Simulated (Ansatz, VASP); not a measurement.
# PbSe: VASP beside Ansatz

The input INCAR:

```
SYSTEM = PbSe
  PREC = Accurate
  ENCUT = 520
  EDIFF = 1E-6
  ISMEAR = 0
  SIGMA = 0.03
  LREAL = .False.
  LASPH = .True.
  NELM = 80
  ALGO = Normal
  ISIF = 2
  LWAVE = .False.
  LCHARG = .False.
  NBANDS = 17
```

Contents of KPOINTS:

```
regular mesh
0
Gamma
  10 10 10
  0 0 0
```

Contents of POSCAR:

```
PbSe
1.0
    0.0000000000      3.0621500000      3.0621500000
    3.0621500000      0.0000000000      3.0621500000
    3.0621500000      3.0621500000      0.0000000000
Pb Se
1 1
Direct
    0.0000000000      0.0000000000      0.0000000000
    0.4285632644      0.4285632644      0.5714367356
```

Input for Ansatz:

```yaml
crystal:
  lattice:
    - [0.0, 3.06215, 3.06215]
    - [3.06215, 0.0, 3.06215]
    - [3.06215, 3.06215, 0.0]
  atoms:
    - { symbol: Pb, position: [0.0, 0.0, 0.0] }
    - { symbol: Se, position: [0.4285632644, 0.4285632644, 0.5714367356] }
basis:
  ecutwfc: 420
kpoints:
  mp_grid: { grid: [10, 10, 10] }
hamiltonian:
  xc: lda
scf:
  occupations: { method: gaussian, width: 0.03 }
output:
  forces: true
  stress: true
  eigenvalues: true
```

Change from the starting cell: all Se atoms moved +0.438 Å, as atom 2 towards its neighbour atom 1 (Pb) at 3.062 Å.

Alike in both runs: task single point; functional LDA; k mesh 10 × 10 × 10; occupations gaussian, width 0.03 eV; no spin polarisation.

|  | VASP | Ansatz |
| --- | --- | --- |
| version | VASP 6.6.1 | Ansatz 0.2.0 |
| potentials or method | VASP PAW LDA potentials, release 64 (Pb_d, Se), cutoff 520 eV | scalar-relativistic, plane waves, PAW |
| valence electrons in the cell | 20 | 30 |

Ansatz gave:

```
gap on the k mesh at the Fermi level (eV)                     : 1.14
least direct gap on the mesh (eV)                             : 1.29
pressure (GPa)                                                : 0.9
traceless stress, the component that is largest in VASP (GPa) : 5.65
rms of the force components (eV/Å)                            : 0.646
```

**Question.** Which values does VASP return?

**Answer.** gap on the k mesh at the Fermi level (eV): 1.14; least direct gap on the mesh (eV): 1.28; pressure (GPa): 1.0; traceless stress, the component that is largest in VASP (GPa): 5.73; rms of the force components (eV/Å): 0.661.

LDA's correlation is that of Perdew and Zunger in VASP and of Perdew and Wang (1992) in Ansatz. Atom by atom the forces differ by 0.016 eV/Å (rms over components). VASP's potentials hold 20 valence electrons a cell and Ansatz's 30, so a difference there can come from the potentials and not from the codes.

Neither program's run includes spin-orbit coupling.
